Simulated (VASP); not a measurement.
A run of VASP 6.6.1 is set up as follows.

INCAR

```
PREC = Accurate ; ENCUT = 520
EDIFF = 1E-6 ; ISMEAR = 0
SIGMA = 0.1 ; LREAL = False
LASPH = True ; NELM = 100
ALGO = Normal ; ISIF = 2
LWAVE = False ; LCHARG = False
LDIPOL = True ; IDIPOL = 3
DIPOL = 0.5 0.5 0.500 ; GGA = PE
NBANDS = 10
```

The input KPOINTS:

```
Automatic mesh
0
Gamma
  8 8 1
```

POSCAR

```
B
1.0
    2.1303890000      0.0000000000      0.0000000000
    0.0000000000      2.1303890000      0.0000000000
    0.0000000000      0.0000000000     16.0000000000
B
2
Direct
    0.5000000000      0.5000000000      0.4480562500
    0.5000000000      0.5000000000      0.5519437500
```

Potentials or basis: VASP PAW PBE potentials, release 64 (B).

Command:

```bash
$ cat potpaw_PBE.64/B/POTCAR > POTCAR
$ mpirun -np 1 vasp_std > vasp.out
```

**Question.** What does it give for the largest force?

**Answer.** 1.158 eV/Å.

**Question.** Predict the band gap on the k mesh.

**Answer.** Zero (band 3 reaches -1.83 eV, above the bottom of band 4 at -3.84 eV).

Forces on the atoms (eV/Å):
```
B    0.000  0.000 -1.158
B    0.000  0.000  1.158
```

Caveat: the k points lie up to 0.37 Å⁻¹ apart.
